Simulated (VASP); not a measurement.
# PbI2 (P-3m1) in VASP: single point with PBE

Aim: the single point of PbI2 with PBE.

All numbers are computed with VASP 6.6.1; they aren't measurements. Logs are shortened: lines on timing, memory, paths and dates and some standing lists are left out, and cuts for length are marked.

## (1) The cell of the first run

Symmetry: P-3m1, No. 164, trigonal system. Conventional cell: a = 4.555 Å, b = 4.555 Å, c = 6.977 Å, α = 90.00°, β = 90.00°, γ = 120.00°. Pb (site symmetry -3m) has 6 I at 3.21 Å within 4.2 Å. Within 4.3 Å of I (site symmetry 3m) lie 3 Pb at 3.21 Å and 3 I at 4.20 Å.

## (2) Single point, PBE

The input, INCAR:

```
PREC     = Accurate       # precision mode
ENCUT    = 500            # plane-wave cutoff, eV
EDIFF    = 1E-6           # SCF threshold, eV
ISMEAR   = -1             # smearing method
SIGMA    = 0.01           # smearing width, eV
LREAL    = False          # projectors in reciprocal space
LASPH    = True           # aspherical terms in the spheres
NELM     = 120            # most SCF steps
ALGO     = Normal         # electronic algorithm
ISIF     = 2              # what is computed and relaxed
LWAVE    = False          # write WAVECAR
LCHARG   = True           # write CHGCAR
GGA      = PE             # functional
LELF     = True           # ELF
LVHAR    = True         
NBANDS   = 21             # bands
GGA_COMPAT= False
```

The input, KPOINTS:

```
Automatic mesh
0
Gamma
  8 8 5
```

The input, POSCAR:

```
PbI2
1.0
    4.5550018558      0.0000000000      0.0000000000
   -2.2775009279      3.9447473214      0.0000000000
    0.0000000000      0.0000000000      6.9770000000
Pb I
1 2
Direct
    0.0000000000      0.0000000000      0.0000000000
    0.3333333333      0.6666666667      0.2650000000
    0.6666666667      0.3333333333      0.7350000000
```

Potentials or basis: VASP PAW PBE potentials, release 64 (Pb_d, I).

The run is started by

```bash
cat potpaw_PBE.64/Pb_d/POTCAR potpaw_PBE.64/I/POTCAR > POTCAR
mpirun -np 1 vasp_std > vasp.out
```

OUTCAR:

```text
PREC = Accurate
   ENCUT = 500
   EDIFF = 1E-6
   ISMEAR = -1
   LREAL = False
   LASPH = True
   NELM = 120
   ISIF = 2
   GGA = PE

 ion  position               nearest neighbor table
   1  0.000  0.000  0.000-   2 3.21   3 3.21   2 3.21   3 3.21   3 3.21   2 3.21
   2  0.333  0.667  0.265-   1 3.21   1 3.21   1 3.21
   3  0.667  0.333  0.735-   1 3.21   1 3.21   1 3.21

  LATTYP: Found a hexagonal cell.
 ALAT       =     4.5550018558
 C/A-ratio  =     1.5317227568

  Lattice vectors:

 A1 = (   4.5550018558,   0.0000000000,   0.0000000000)
 A2 = (  -2.2775009279,   3.9447473214,   0.0000000000)
 A3 = (   0.0000000000,   0.0000000000,   6.9770000000)

Analysis of symmetry for initial positions (statically):
=====================================================================
 Subroutine PRICEL returns:
 Original cell was already a primitive cell.

 Routine SETGRP: Setting up the symmetry group for a
 hexagonal supercell.

 Subroutine GETGRP returns: Found 12 space group operations
 (whereof 12 operations were pure point group operations)
 out of a pool of 24 trial point group operations.

The static configuration has the point symmetry D_3d.

Analysis of symmetry for dynamics (positions and initial velocities):
=====================================================================
 Subroutine PRICEL returns:
 Original cell was already a primitive cell.

 Routine SETGRP: Setting up the symmetry group for a
 hexagonal supercell.

 Subroutine GETGRP returns: Found 12 space group operations
 (whereof 12 operations were pure point group operations)
 out of a pool of 24 trial point group operations.

The dynamic configuration has the point symmetry D_3d.

 Subroutine INISYM returns: Found 12 space group operations
 (whereof 12 operations are pure point group operations),
 and found     1 'primitive' translations

----------------------------------------------------------------------------------------

                                     Primitive cell

  volume of cell :     125.3650

  direct lattice vectors                    reciprocal lattice vectors
     4.555001856  0.000000000  0.000000000     0.219538879  0.126750831  0.000000000
    -2.277500928  3.944747321  0.000000000     0.000000000  0.253501661  0.000000000
     0.000000000  0.000000000  6.977000000     0.000000000  0.000000000  0.143328078

  length of vectors
     4.555001856  4.555001856  6.977000000     0.253501661  0.253501661  0.143328078

  position of ions in fractional coordinates (direct lattice)
     0.000000000  0.000000000  0.000000000
     0.333333333  0.666666667  0.265000000
     0.666666667  0.333333333  0.735000000

  ion indices of the primitive-cell ions
   primitive index   ion index
                 1           1
                 2           2
                 3           3

----------------------------------------------------------------------------------------

 KPOINTS: Automatic mesh

Automatic generation of k-mesh.
 Grid dimensions read from file:
 generate k-points for:    8    8    5

 Generating k-lattice:

  Cartesian coordinates                     Fractional coordinates (reciprocal lattice)
     0.027442360  0.015843854  0.000000000     0.125000000  0.000000000  0.000000000
     0.000000000  0.031687708  0.000000000     0.000000000  0.125000000  0.000000000
     0.000000000  0.000000000  0.028665616     0.000000000  0.000000000  0.200000000

  Length of vectors
     0.031687708  0.031687708  0.028665616

  Shift w.r.t. Gamma in fractional coordinates (k-lattice)
     0.000000000  0.000000000  0.000000000

 Subroutine IBZKPT returns following result:
 ===========================================

 Found     40 irreducible k-points:

 Following reciprocal coordinates:
            Coordinates               Weight
  0.000000  0.000000  0.000000      1.000000
  0.125000  0.000000  0.000000      6.000000
  0.250000  0.000000  0.000000      6.000000
  0.375000  0.000000  0.000000      6.000000
  0.500000  0.000000  0.000000      3.000000
  0.125000  0.125000  0.000000      6.000000
[... 16 lines left out ...]
 -0.125000  0.500000  0.200000     12.000000
  0.250000  0.250000  0.200000     12.000000
 [... further k-points ...]
   k-points           NKPTS =     40   k-points in BZ     NKDIM =     40   number of bands    NBANDS=     21
   number of dos      NEDOS =    301   number of ions     NIONS =      3
   total plane-waves  NPLWV =  69984
   dimension x,y,z NGX =    36 NGY =   36 NGZ =   54
   dimension x,y,z NGXF=    72 NGYF=   72 NGZF=  108
   ions per type =               1   2
   NGX,Y,Z   is equivalent  to a cutoff of  13.14, 13.14, 12.87 a.u.
   NGXF,Y,Z  is equivalent  to a cutoff of  26.28, 26.28, 25.73 a.u.
 SYSTEM =  unknown system
   PREC   = accura    normal or accurate (medium, high low for compatibility)
   ISTART =      0    job   : 0-new  1-cont  2-samecut
   ICHARG =      2    charge: 1-file 2-atom 10-const
   ISPIN  =      1    spin polarized calculation?
   LNONCOLLINEAR =      F non collinear calculations
   LSORBIT =      F    spin-orbit coupling
   LASPH  =      T    aspherical Exc in radial PAW
   ENCUT  =  500.0 eV  36.75 Ry    6.06 a.u.   8.30  8.30 12.72*2*pi/ulx,y,z
   NELM   =    120;   NELMIN=  2; NELMDL= -5     # of ELM steps
   EDIFF  = 0.1E-05   stopping-criterion for ELM
   LREAL  =      F    real-space projection
   EDIFFG = 0.1E-04   stopping-criterion for IOM
   NSW    =      0    number of steps for IOM
   IBRION =     -1    ionic relax: 0-MD 1-quasi-New 2-CG
   NFREE  =      0    steps in history (QN), initial steepest desc. (CG)
   ISIF   =      2    stress and relaxation
   ISYM   =      2    0-nonsym 1-usesym 2-fastsym
   POTIM  = 0.5000    time-step for ionic-motion
   TEBEG  =    0.0;   TEEND  =   0.0 temperature during run
   PSTRESS=    0.0 pullay stress
   NELECT =      28.0000    total number of electrons
   NUPDOWN=      -1.0000    fix difference up-down
   EMIN   =  10.00;   EMAX   =-10.00  energy-range for DOS
   EFERMI =   0.00;   METHOD = LEGACY
   ISMEAR =    -1;   SIGMA  =   0.01  broadening in eV -4-tet -1-fermi 0-gaus
   EFERMI_NEDOS =   21; number of points for ismear=-14 and -15
   IALGO  =     38    algorithm
   IMIX   =      4    mixing-type and parameters
     AMIX     =   0.40;   BMIX     =  1.00
     AMIX_MAG =   1.60;   BMIX_MAG =  1.00
  volume/ion in A,a.u.               =      41.79       282.00
  Fermi-wavevector in a.u.,A,eV,Ry     =   0.993273  1.877014 13.423392  0.986591
  Thomas-Fermi vector in A             =   2.125143
   LORBIT       =      0    0 simple, 1 ext, 2 COOP (PROOUT), +10 PAW based schemes
   GGA     = PE    functional components
   LHFCALC =     F    Hartree Fock is set to
   AEXX    =    0.0000 exact exchange contribution
   IVDW    =     0    specifies the selected vdW correction
   LEPSILON=     F    determine dielectric tensor
   LRPA    =     F    only Hartree local field effects (RPA)
 non-spin polarized calculation
  energy-cutoff  :      500.00
  volume of cell :      125.37
 maximum number of plane-waves:      3205
 NGX is ok and might be reduce to    36
   NGX = 17   NGY = 17   NGZ = 25

 number of electron      28.0000001 magnetization

 Free energy of the ion-electron system (eV)
  ---------------------------------------------------
  ext. energy  EPLUGINS =         0.00000000
  ---------------------------------------------------
  free energy    TOTEN  =        -8.55123782 eV

  energy without entropy =       -8.55123782  energy(sigma->0) =       -8.55123782

 E-fermi :   2.8752     XC(G=0):  -8.1293

 val. band max:        2.6362717640   @ k =   0.0000   0.0000   0.4000
 cond. band min:       4.9216786591   @ k =   0.0000   0.0000   0.4000
 fundamental gap:      2.2854068951
 Fermi energy:         2.8751504592

 k-point     1 :       0.0000    0.0000    0.0000
  band No.  band energies     occupation
      1     -13.4335      2.00000
      2     -13.4335      2.00000
      3     -13.4194      2.00000
      4     -13.4110      2.00000
      5     -13.4110      2.00000
      6      -9.5441      2.00000
[... 13 lines left out ...]
     20      10.5359      0.00000
     21      10.5719      0.00000

 k-point     2 :       0.1250    0.0000    0.0000
  band No.  band energies     occupation
      1     -13.4393      2.00000
      2     -13.4316      2.00000
      3     -13.4176      2.00000
      4     -13.4120      2.00000
      5     -13.4101      2.00000
      6      -9.4727      2.00000
[... 13 lines left out ...]
     20       9.9593      0.00000
     21      10.6185      0.00000

 k-point     3 :       0.2500    0.0000    0.0000
  band No.  band energies     occupation
      1     -13.4544      2.00000
      2     -13.4285      2.00000
      3     -13.4168      2.00000
      4     -13.4104      2.00000
      5     -13.4065      2.00000
      6      -9.2786      2.00000
[... 13 lines left out ...]
     20      10.5546      0.00000
     21      10.9102      0.00000

 k-point     4 :       0.3750    0.0000    0.0000
  band No.  band energies     occupation
      1     -13.4698      2.00000
      2     -13.4273      2.00000
      3     -13.4188      2.00000
      4     -13.4055      2.00000
      5     -13.4009      2.00000
      6      -9.0313      2.00000
[... 13 lines left out ...]
     20      11.1738      0.00000
     21      11.7863      0.00000

 k-point     5 :       0.5000    0.0000    0.0000
  band No.  band energies     occupation
      1     -13.4761      2.00000
      2     -13.4272      2.00000
      3     -13.4197      2.00000
      4     -13.4033      2.00000
      5     -13.3983      2.00000
      6      -8.8865      2.00000
[... 13 lines left out ...]
     20      11.6596      0.00000
     21      12.5378      0.00000
[... 382 lines left out ...]
     20      10.5017      0.00000
     21      10.7859      0.00000

 k-point    22 :       0.3750    0.1250    0.2000
  band No.  band energies     occupation
      1     -13.4708      2.00000
      2     -13.4320      2.00000
      3     -13.4173      2.00000
      4     -13.4047      2.00000
      5     -13.4001      2.00000
      6      -8.8769      2.00000
[... 13 lines left out ...]
     20      11.3301      0.00000
     21      11.7275      0.00000

 k-point    23 :      -0.1250    0.5000    0.2000
  band No.  band energies     occupation
      1     -13.4708      2.00000
      2     -13.4320      2.00000
      3     -13.4173      2.00000
      4     -13.4047      2.00000
      5     -13.4001      2.00000
      6      -8.8799      2.00000
[... 13 lines left out ...]
     20      10.8470      0.00000
     21      11.2842      0.00000

 k-point    24 :       0.2500    0.2500    0.2000
  band No.  band energies     occupation
      1     -13.4631      2.00000
      2     -13.4391      2.00000
      3     -13.4123      2.00000
      4     -13.4096      2.00000
      5     -13.4011      2.00000
      6      -8.8881      2.00000
[... 13 lines left out ...]
     20      10.7980      0.00000
     21      11.4569      0.00000

 [... further k-points ...]

------------------------ aborting loop because EDIFF is reached ----------------------------------------

  FORCE on cell =-STRESS in cart. coord.  units (eV):
  Direction    XX          YY          ZZ          XY          YZ          ZX
  --------------------------------------------------------------------------------------
  -------------------------------------------------------------------------------------
  Total        1.3996178      1.3996178      1.4618992      0.0000000      0.0000000      0.0000000
  in kB       17.8872491     17.8872491     18.6832114      0.0000000      0.0000000      0.0000000
  external PRESSURE =      18.1525699 kB  Pullay stress =       0.0000000 kB

 VOLUME and BASIS-vectors are now :
 -----------------------------------------------------------------------------
  energy-cutoff  :      500.00
  volume of cell :      125.37
      direct lattice vectors                 reciprocal lattice vectors
     4.555001856  0.000000000  0.000000000     0.219538879  0.126750831  0.000000000
    -2.277500928  3.944747321  0.000000000     0.000000000  0.253501661  0.000000000
     0.000000000  0.000000000  6.977000000     0.000000000  0.000000000  0.143328078

 POSITION                                       TOTAL-FORCE (eV/Angst)
 -----------------------------------------------------------------------------------
      0.00000      0.00000      0.00000         0.000000      0.000000      0.000000
     -0.00000      2.62983      1.84891         0.000000     -0.000000      0.171458
      2.27750      1.31492      5.12809        -0.000000      0.000000     -0.171458
 -----------------------------------------------------------------------------------
    total drift:                               -0.000000     -0.000000      0.000000

  FREE ENERGIE OF THE ION-ELECTRON SYSTEM (eV)
  ---------------------------------------------------
  free  energy   TOTEN  =        -8.5512378190 eV

  energy  without entropy=       -8.5512378190  energy(sigma->0) =       -8.55123782
```

Run time: 68 s. Hardware: 1 thread of AMD EPYC 7R13 (Zen 3), shared host; peak memory 0.26 GiB.

What came out:

| Quantity | Value |
| --- | --- |
| Free energy | -8.5512 eV |
| Pressure | 1.8 GPa |
| Largest force | 0.171 eV/Å |
| Band gap on the k mesh | 2.29 eV |

Forces in eV/Å, atoms in the order of the input:
```
Pb   0.000  0.000  0.000
I    0.000  0.000  0.171
I    0.000  0.000 -0.171
```

Stress tensor (GPa, compression positive):
```
1.79 0.00 0.00
0.00 1.79 0.00
0.00 0.00 1.87
```

Caveat: spin-orbit coupling is left out, which moves the levels of the heavy elements; an odd mesh through Γ misses points on the zone boundary, where band edges can lie; this functional lacks dispersion, which binds the layers, so the pressure and a relaxed spacing across them are unreliable.
